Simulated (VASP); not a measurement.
Si:

```
CELL_PARAMETERS angstrom
3.83213 0.00000 0.00000
-1.91606 3.31872 0.00000
0.00000 0.00000 6.34122
ATOMIC_POSITIONS crystal
Si 0.33333 0.66667 0.00056
Si 0.66667 0.33333 0.50056
Si 0.33333 0.66667 0.37444
Si 0.66667 0.33333 0.87444
```

Base run:

| Property | Result |
| --- | --- |
| Program | VASP 6.6.1 |
| Functional | PBE |
| Potentials or basis | VASP PAW PBE potentials, release 64 (Si) |
| Cutoff | 520 eV |
| k mesh | 6 × 6 × 4 |
| Occupations | gaussian, width 0.01 eV |
| Spin | no spin polarisation |

Its results: band gap on the k mesh 0.42 eV, indirect (least direct gap 1.04 eV); pressure 1.2 GPa; largest force 0.012 eV/Å.

**Question.** After a change of settings the same cell gave: band gap on the k mesh 0.32 eV, indirect (least direct gap 0.93 eV); pressure -2.1 GPa; largest force 0.020 eV/Å. Which change was it?
A. k mesh from 6 × 6 × 4 to 6 × 6 × 2; further incar settings from ALGO = Normal; EDIFF = 1e-07; NBANDS = 16 to ALGO = Normal; EDIFF = 1e-06; NBANDS = 16
B. functional from PBE to LDA; potentials or basis from VASP PAW PBE potentials, release 64 (Si) to VASP PAW LDA potentials, release 64 (Si)
C. functional from PBE to r2SCAN; further incar settings from ALGO = Normal; EDIFF = 1e-07; NBANDS = 16 to ALGO = Normal; EDIFF = 1e-06; NBANDS = 16

**Answer.** B.
